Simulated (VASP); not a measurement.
# Ge (Cmm2) in VASP: single point with PBEsol

Aim: the single point of Ge with PBEsol.

All numbers are computed with VASP 6.6.1; they aren't measurements. Logs are shortened: lines on timing, memory, paths and dates and some standing lists are left out, and cuts for length are marked.

**1. The cell of the first run**

It takes space group Cmm2 (No. 35, orthorhombic). The conventional cell has a = 5.224 Å, b = 5.702 Å, c = 10.123 Å, α = 90.00°, β = 90.00°, γ = 90.00°. Within 3.5 Å of Ge (site symmetry mm2) lie 8 Ge at 2.66 to 3.02 Å. Ge (site symmetry mm2) has 8 Ge at 2.66 to 3.02 Å within 3.5 Å. Ge (site symmetry mm2) has 8 Ge at 2.66 to 3.25 Å within 3.5 Å. Within 3.5 Å of Ge (site symmetry mm2) lie 8 Ge at 2.66 to 3.02 Å. Within 3.4 Å of Ge (site symmetry m) lie 8 Ge at 2.59 to 3.25 Å. Within 3.4 Å of Ge (site symmetry m) lie 8 Ge at 2.59 to 3.11 Å.

**2. Single point, PBEsol (the distance across one plane changed)**

INCAR reads:

```
PREC = Accurate
ENCUT = 520
EDIFF = 1E-6
ISMEAR = 0
SIGMA = 0.15
LREAL = False
LASPH = True
NELM = 60
ALGO = Fast
ISIF = 2
LWAVE = False
LCHARG = False
GGA = PS
NBANDS = 66
```

KPOINTS reads:

```
regular mesh
0
Gamma
  12 12 5
```

POSCAR reads:

```
Ge
1.0
   -2.6120665640     -2.8511133374      0.0000000000
    2.6120665640     -2.8511133374      0.0000000000
    0.0000000000      0.0000000000     10.1233758587
Ge
8
Direct
    0.0000000000      0.0000000000      0.3785814007
    0.5000000000      0.5000000000      0.8662337411
    0.0000000000      0.0000000000      0.8148989369
    0.5000000000      0.5000000000      0.3272465966
    0.2272617333      0.2272617333      0.1090878285
    0.7272617333      0.7272617333      0.5967401688
    0.7727382667      0.7727382667      0.1090878285
    0.2727382667      0.2727382667      0.5967401688
```

Potentials or basis: VASP PAW PBE potentials, release 64 (Ge_d).

Started as:

```console
cat potpaw_PBE.64/Ge_d/POTCAR > POTCAR
mpirun -np 1 vasp_std > vasp.out
```

OUTCAR:

```text
PREC = Accurate
   ENCUT = 520
   EDIFF = 1E-6
   ISMEAR = 0
   LREAL = False
   LASPH = True
   NELM = 60
   ISIF = 2
   GGA = PS

 ion  position               nearest neighbor table
   1  0.000  0.000  0.379-   4 2.66   4 2.66   6 2.70   8 2.70   4 2.90   4 2.90
   2  0.500  0.500  0.866-   3 2.66   3 2.66   3 2.90   3 2.90   7 2.91   5 2.91
   3  0.000  0.000  0.815-   2 2.66   2 2.66   6 2.70   8 2.70   2 2.90   2 2.90
   4  0.500  0.500  0.327-   1 2.66   1 2.66   5 2.70   7 2.70   1 2.90   1 2.90
   5  0.227  0.227  0.109-   7 2.59   7 2.62   7 2.62   4 2.70   2 2.91
   6  0.727  0.727  0.597-   8 2.59   8 2.62   8 2.62   1 2.70   3 2.70
   7  0.773  0.773  0.109-   5 2.59   5 2.62   5 2.62   4 2.70   2 2.91
   8  0.273  0.273  0.597-   6 2.59   6 2.62   6 2.62   1 2.70   3 2.70

  LATTYP: Found a base centered orthorhombic cell.
 ALAT       =     5.2241331280
 B/A-ratio  =     1.0915163406
 C/A-ratio  =     1.9378097018

  Lattice vectors:

 A1 = (  -2.6120665640,   2.8511133374,   0.0000000000)
 A2 = (  -2.6120665640,  -2.8511133374,   0.0000000000)
 A3 = (   0.0000000000,   0.0000000000,  10.1233758587)

Analysis of symmetry for initial positions (statically):
=====================================================================
 Subroutine PRICEL returns:
 Original cell was already a primitive cell.

 Routine SETGRP: Setting up the symmetry group for a
 base centered orthorhombic supercell.

 Subroutine GETGRP returns: Found  4 space group operations
 (whereof  4 operations were pure point group operations)
 out of a pool of  8 trial point group operations.

The static configuration has the point symmetry C_2v.

Analysis of symmetry for dynamics (positions and initial velocities):
=====================================================================
 Subroutine PRICEL returns:
 Original cell was already a primitive cell.

 Routine SETGRP: Setting up the symmetry group for a
 base centered orthorhombic supercell.

 Subroutine GETGRP returns: Found  4 space group operations
 (whereof  4 operations were pure point group operations)
 out of a pool of  8 trial point group operations.

The dynamic configuration has the point symmetry C_2v.

 Subroutine INISYM returns: Found  4 space group operations
 (whereof  4 operations are pure point group operations),
 and found     1 'primitive' translations

[... 112 lines left out ...]
   ISIF   =      2    stress and relaxation
   ISYM   =      2    0-nonsym 1-usesym 2-fastsym
   POTIM  = 0.5000    time-step for ionic-motion
   TEBEG  =    0.0;   TEEND  =   0.0 temperature during run
   PSTRESS=    0.0 pullay stress
   NELECT =     112.0000    total number of electrons
   NUPDOWN=      -1.0000    fix difference up-down
   EMIN   =  10.00;   EMAX   =-10.00  energy-range for DOS
   EFERMI =   0.00;   METHOD = LEGACY
   ISMEAR =     0;   SIGMA  =   0.15  broadening in eV -4-tet -1-fermi 0-gaus
   EFERMI_NEDOS =   21; number of points for ismear=-14 and -15
   IALGO  =     68    algorithm
   IMIX   =      4    mixing-type and parameters
     AMIX     =   0.40;   BMIX     =  1.00
     AMIX_MAG =   1.60;   BMIX_MAG =  1.00
  volume/ion in A,a.u.               =      18.85       127.19
  Fermi-wavevector in a.u.,A,eV,Ry     =   1.482619  2.801743 29.907759  2.198158
  Thomas-Fermi vector in A             =   2.596382
   LORBIT       =      0    0 simple, 1 ext, 2 COOP (PROOUT), +10 PAW based schemes
   GGA     = PS    functional components
   LHFCALC =     F    Hartree Fock is set to
   AEXX    =    0.0000 exact exchange contribution
   IVDW    =     0    specifies the selected vdW correction
   LEPSILON=     F    determine dielectric tensor
   LRPA    =     F    only Hartree local field effects (RPA)
 non-spin polarized calculation
 RMM-DIIS sequential band-by-band and
 Gauss-broadening in eV      SIGMA  =   0.15
  energy-cutoff  :      520.00
  volume of cell :      150.78
 maximum number of plane-waves:      4087
 NGX is ok and might be reduce to    30
   NGX = 15   NGY = 15   NGZ = 37

 number of electron     112.0000049 magnetization

 Free energy of the ion-electron system (eV)
  ---------------------------------------------------
  ext. energy  EPLUGINS =         0.00000000
  ---------------------------------------------------
  free energy    TOTEN  =       -38.00551988 eV

  energy without entropy =      -37.96972915  energy(sigma->0) =      -37.98762452

 E-fermi :   6.4784     XC(G=0): -11.3773

 val. band max:        6.4743382142   @ k =  -0.4167   0.2500   0.4000
 cond. band min:       6.4851638164   @ k =   0.0833   0.0000   0.0000
 fundamental gap:      0.0108256022
 Fermi energy:         6.4783884442

 k-point     1 :       0.0000    0.0000    0.0000
  band No.  band energies     occupation
      1     -18.2244      2.00000
      2     -18.1984      2.00000
      3     -18.1832      2.00000
      4     -18.1720      2.00000
      5     -18.1332      2.00000
      6     -18.1262      2.00000
[... 1645 lines left out ...]
     65      10.9467      0.00000
     66      11.2457      0.00000

 [... further k-points ...]

------------------------ aborting loop because EDIFF is reached ----------------------------------------

  FORCE on cell =-STRESS in cart. coord.  units (eV):
  Direction    XX          YY          ZZ          XY          YZ          ZX
  --------------------------------------------------------------------------------------
  -------------------------------------------------------------------------------------
  Total       -0.4877227     -0.9104188     -2.4133326      0.0000000      0.0000000      0.0000000
  in kB       -5.1823831     -9.6738141    -25.6432862      0.0000000      0.0000000      0.0000000
  external PRESSURE =     -13.4998278 kB  Pullay stress =       0.0000000 kB

 VOLUME and BASIS-vectors are now :
 -----------------------------------------------------------------------------
  energy-cutoff  :      520.00
  volume of cell :      150.78
      direct lattice vectors                 reciprocal lattice vectors
    -2.612066564 -2.851113337  0.000000000    -0.191419318 -0.175370089  0.000000000
     2.612066564 -2.851113337  0.000000000     0.191419318 -0.175370089  0.000000000
     0.000000000  0.000000000 10.123375859     0.000000000  0.000000000  0.098781278

 POSITION                                       TOTAL-FORCE (eV/Angst)
 -----------------------------------------------------------------------------------
      0.00000      0.00000      3.83252         0.000000     -0.000000     -0.143819
      0.00000     -2.85111      8.76921         0.000000     -0.000000      0.425302
      0.00000      0.00000      8.24953         0.000000     -0.000000      0.180197
      0.00000     -2.85111      3.31284         0.000000     -0.000000     -0.070214
      0.00000     -1.29590      1.10434         0.000000     -0.072100     -0.256282
      0.00000     -4.14701      6.04103         0.000000     -0.005681      0.060549
      0.00000     -4.40633      1.10434         0.000000      0.072100     -0.256282
      0.00000     -1.55522      6.04103         0.000000      0.005681      0.060549
 -----------------------------------------------------------------------------------
    total drift:                                0.000000     -0.000000      0.000918

  FREE ENERGIE OF THE ION-ELECTRON SYSTEM (eV)
  ---------------------------------------------------
  free  energy   TOTEN  =       -38.0055198828 eV

  energy  without entropy=      -37.9697291518  energy(sigma->0) =      -37.98762452
```

OSZICAR:

```text
N       E                     dE             d eps       ncg     rms          rms(c)
DAV:   1     0.134426315732E+04    0.13443E+04   -0.49570E+04 20078   0.494E+03
DAV:   2     0.236257016145E+03   -0.11080E+04   -0.10768E+04 17028   0.113E+03
DAV:   3    -0.120803652008E+02   -0.24834E+03   -0.23944E+03 17442   0.277E+02
DAV:   4    -0.372031898815E+02   -0.25123E+02   -0.24073E+02 19646   0.910E+01
DAV:   5    -0.381795565475E+02   -0.97637E+00   -0.96431E+00 19150   0.200E+01    0.445E+00
RMM:   6    -0.380488264990E+02    0.13073E+00   -0.38124E-01 20390   0.412E+00    0.243E+00
RMM:   7    -0.380052443281E+02    0.43582E-01   -0.16031E-01 21073   0.236E+00    0.397E-01
RMM:   8    -0.380050102553E+02    0.23407E-03   -0.30434E-02 23022   0.113E+00    0.219E-01
RMM:   9    -0.380053384691E+02   -0.32821E-03   -0.79010E-03 24463   0.555E-01    0.131E-01
RMM:  10    -0.380055171774E+02   -0.17871E-03   -0.12791E-03 22935   0.217E-01    0.342E-02
RMM:  11    -0.380055074959E+02    0.96816E-05   -0.37803E-04 21343   0.142E-01    0.140E-02
RMM:  12    -0.380055185008E+02   -0.11005E-04   -0.11174E-04 23484   0.525E-02    0.832E-03
RMM:  13    -0.380055201409E+02   -0.16402E-05   -0.16527E-05 18563   0.219E-02    0.562E-03
RMM:  14    -0.380055198828E+02    0.25814E-06   -0.35945E-06 13384   0.991E-03
   1 F= -.38005520E+02 E0= -.37987625E+02  d E =-.357907E-01
```

It took 27 min on 1 thread of Oxide Virtual Turin-like, shared host; peak memory 0.8 GiB.

Results:

```yaml
Free_energy: -38.0055 eV
Pressure: -1.3 GPa
Largest_force: 0.425 eV/Å
Band_gap_on_the_k_mesh: zero (bands 56 and 57 overlap by 3.48 eV)
```

Forces on the atoms (eV/Å):
```
Ge   0.000  0.000 -0.144
Ge   0.000  0.000  0.425
Ge   0.000  0.000  0.180
Ge   0.000  0.000 -0.070
Ge   0.000 -0.072 -0.256
Ge   0.000 -0.006  0.061
Ge   0.000  0.072 -0.256
Ge   0.000  0.006  0.061
```

Stress tensor (GPa, compression positive):
```
-0.52  0.00  0.00
 0.00 -0.97  0.00
 0.00  0.00 -2.56
```

Caveat: the cell differs from its parent crystal (the distance across one plane changed); the PAW data sets were made with another functional, which shifts forces and pressure a little.
